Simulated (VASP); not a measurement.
The system is CuO.

```
CELL_PARAMETERS angstrom
2.30558 -1.72961 0.07281
2.31576 1.74354 0.04815
-0.70809 -0.03897 5.12907
ATOMIC_POSITIONS crystal
Cu 0.01425 0.47965 0.06043
Cu 0.47088 0.15407 0.47412
O 0.56927 0.29603 0.26394
O 0.44560 0.57025 0.70150
```

Base run:

| Quantity | Value |
| --- | --- |
| Program | VASP 6.6.1 |
| Functional | PBE |
| Potentials or basis | VASP PAW PBE potentials, release 64 (Cu, O) |
| Cutoff | 520 eV |
| k mesh | 10 × 10 × 5 |
| Occupations | fermi-dirac, width 0.05 eV |
| Spin | no spin polarisation |
| Hubbard terms | Cu d U = 6.0 eV |

Its results: band gap on the k mesh zero (band 17 reaches 5.46 eV, above the bottom of band 18 at 5.06 eV); pressure 78.8 GPa; largest force 35.389 eV/Å.

Task: The run is repeated on the same cell with these changes: k mesh from 10 × 10 × 5 to 6 × 6 × 3; hubbard terms from Cu d U = 6.0 eV to none. What comes out?

Result: Band gap on the k mesh zero (band 17 reaches 6.14 eV, above the bottom of band 18 at 5.79 eV); pressure 93.6 GPa; largest force 39.587 eV/Å.

Several settings changed at once, so the effect can't be laid on one alone.

Caveats: some runs use coarse meshes; forces of over 1 eV/Å act on the atoms, so gaps and moduli don't describe the material at rest; U without spin polarisation on a metal has little footing (some runs); semilocal functionals often make such compounds metallic where correlation or magnetic order opens a gap, which also shifts bond lengths (some runs).
